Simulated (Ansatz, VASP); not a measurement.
Two plane-wave programs on CaSe

```
Ca Se
1.0
     0.00000    2.94860    2.94860
     2.94860    0.00000    2.94860
     2.94860    2.94860    0.00000
Ca Se
1 1
Direct
  0.50000 0.50000 0.50000
  0.00000 0.00000 0.00000
```

Alike in both runs: task single point; functional PBE; k mesh 8 × 8 × 8; occupations gaussian, width 0.02 eV; no spin polarisation.

|  | VASP | Ansatz |
| --- | --- | --- |
| version | VASP 6.6.1 | Ansatz 0.2.0 |
| potentials or method | VASP PAW PBE potentials, release 64 (Ca_sv, Se), cutoff 520 eV | scalar-relativistic, plane waves, PAW |
| valence electrons in the cell | 16 | 26 |

|  | VASP | Ansatz | Ansatz less VASP |
| --- | --- | --- | --- |
| gap on the k mesh at the Fermi level (eV) | 2.00 | 2.01 | +0.010 |
| least direct gap on the mesh (eV) | 2.94 | 2.95 | +0.009 |
| pressure (GPa) | 1.8 | 1.6 | -0.18 |

VASP's potentials hold 16 valence electrons a cell and Ansatz's 26, so a difference there can come from the potentials and not from the codes.
